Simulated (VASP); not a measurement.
Input of a VASP 6.6.1 run:

File INCAR:

```
ALGO = Normal ; EDIFF = 1E-6
EDIFFG = -0.001 ; ENCUT = 600
GGA = PS ; IBRION = 2
ISIF = 4 ; ISMEAR = 0
LASPH = True ; LCHARG = False
LREAL = False ; LWAVE = False
NELM = 100 ; NSW = 80
PREC = Accurate ; SIGMA = 0.01
```

File KPOINTS:

```
k-points
0
Gamma
  12 12 12
```

The input POSCAR:

```
BN
1.0
    1.2603717083      0.7276759451      3.5180603956
   -1.2603717083      0.7276759451      3.5180603956
    0.0000000000     -1.4553518901      3.5180603956
B N
1 1
Direct
    0.9996198853      0.9996198853      0.9996198853
    0.3328131147      0.3328131147      0.3328131147
```

Potentials or basis: VASP PAW PBE potentials, release 64 (B, N).

Run with:

```bash
$ cat potpaw_PBE.64/B/POTCAR potpaw_PBE.64/N/POTCAR > POTCAR
$ mpirun -np 1 vasp_std > vasp.out
```

Question: What does it give for the band gap on the k mesh?

Answer: 4.27 eV (least direct gap 4.62 eV).

The path:
```
step  energy change (eV)  largest force (eV/Å)  pressure (GPa)  volume (Å³)
   1              0.0000                0.0009           -4.30        19.36
   2             -0.0043                0.0030           -0.50        19.36
   3             -0.0043                0.0030           -0.40        19.36
   4             -0.0043                0.0006           -0.40        19.36
```

Caveat: the PAW data sets were made with another functional, which shifts forces and pressure a little. A k mesh can miss the band edges.
